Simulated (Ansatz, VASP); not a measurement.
**Two plane-wave programs on TeMo2**

```
Te Mo
1.0
     4.42471    0.00000    0.00000
    -2.21236    3.83191    0.00000
     0.00000    0.00000    3.37058
Te Mo
1 2
Cartesian
  0.0000 0.0000 0.0000
  0.0000 2.5546 1.6853
  2.2124 1.2773 1.6853
```

Change from the starting cell: species swapped into the LuSi2 type (P6/mmm, No. 191).

Alike in both runs: functional PBE; k mesh 6 × 6 × 5; occupations gaussian, width 0.2 eV; no spin polarisation.

Ansatz relaxed the structure, and its values are those at the end. VASP's run is a single point on that final structure, the one shown.

|  | VASP | Ansatz |
| --- | --- | --- |
| version | VASP 6.6.1 | Ansatz 0.2.0 |
| potentials or method | VASP PAW PBE potentials, release 64 (Te, Mo_sv), cutoff 500 eV | scalar-relativistic, plane waves, PAW |
| valence electrons in the cell | 34 | 44 |

VASP gave:

* gap on the k mesh at the Fermi level (eV): none
* pressure (GPa): 0.3

Question: What did Ansatz give for the same quantities?

Answer: gap on the k mesh at the Fermi level (eV): none; pressure (GPa): 0.1.

A gap of «none» marks a metal or a gap that the smearing closes. VASP's potentials hold 34 valence electrons a cell and Ansatz's 44, so a difference there can come from the potentials and not from the codes.

The k mesh is coarse, so the values compare programs but aren't converged. Spin-orbit coupling is off throughout.
